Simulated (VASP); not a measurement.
Input of a VASP 6.6.1 run:

File INCAR:

```
SYSTEM = Ru
  PREC = Accurate
  ENCUT = 500
  EDIFF = 1E-6
  ISMEAR = -1
  SIGMA = 0.15
  LREAL = .False.
  LASPH = .True.
  NELM = 120
  ALGO = Normal
  ISIF = 2
  LWAVE = .False.
  LCHARG = .True.
  GGA = PE
  LELF = .True.
  LVHAR = .True.
  NBANDS = 21
  GGA_COMPAT = .False.
```

File KPOINTS:

```
Automatic mesh
0
Gamma
  18 18 10
  0 0 0
```

The input POSCAR:

```
Ru
1.0
    2.7410858611      0.0000000000      0.0000000000
   -1.3705429306      2.3738499896      0.0000000000
    0.0000000000      0.0000000000      4.3231413410
Ru
2
Direct
    0.3333333333      0.6666666667      0.2500000000
    0.6666666667      0.3333333333      0.7500000000
```

Potentials or basis: VASP PAW PBE potentials, release 64 (Ru_pv).

The run is started by

```console
$ cat potpaw_PBE.64/Ru_pv/POTCAR > POTCAR
$ mpirun -np 1 vasp_std > vasp.out
```

Problem. Estimate the band gap on the k mesh.

Solution. Zero (band 14 reaches 13.62 eV, above the bottom of band 15 at 10.65 eV).

Problem. What does it give for the pressure?

Solution. -5.9 GPa.
